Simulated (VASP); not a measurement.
Here is a VASP 6.6.1 calculation.

Contents of INCAR:

```
PREC = Accurate
ENCUT = 520
EDIFF = 1E-7
ISMEAR = 0
SIGMA = 0.15
LREAL = False
LASPH = True
NELM = 100
ALGO = Normal
ISIF = 2
LWAVE = False
LCHARG = False
GGA = PS
NBANDS = 25
```

The input KPOINTS:

```
Automatic mesh
0
Gamma
  16 16 10
```

POSCAR

```
CuO
1.0
    2.9374264377     -0.0156960525     -0.0039742416
    0.0241639199      2.9373364819     -0.0039499487
    0.0105018650      0.0103892410      5.0923891494
Cu O
2 2
Direct
    0.5000000000      0.0000000000      0.5000000000
    0.0000000000      0.5000000000      0.0000000000
    0.0002557345      0.9997387060      0.2500003705
    0.9997442655      0.0002612940      0.7499996295
```

Potentials or basis: VASP PAW PBE potentials, release 64 (Cu, O).

Launch:

```console
$ cat potpaw_PBE.64/Cu/POTCAR potpaw_PBE.64/O/POTCAR > POTCAR
$ mpirun -np 1 vasp_std > vasp.out
```

(1) Estimate the band gap on the k mesh.

(2) What does it give for the pressure?

Results:

(1) zero (band 17 reaches 5.54 eV, above the bottom of band 18 at 4.31 eV).

(2) -3.5 GPa.

Caveat: the cell differs from its parent crystal (strain +0.0150 x Voigt [1, 1, 0, 0, 0, 0]); the PAW data sets were made with another functional, which shifts forces and pressure a little; semilocal functionals often make such compounds metallic where correlation or magnetic order opens a gap, which also shifts bond lengths.
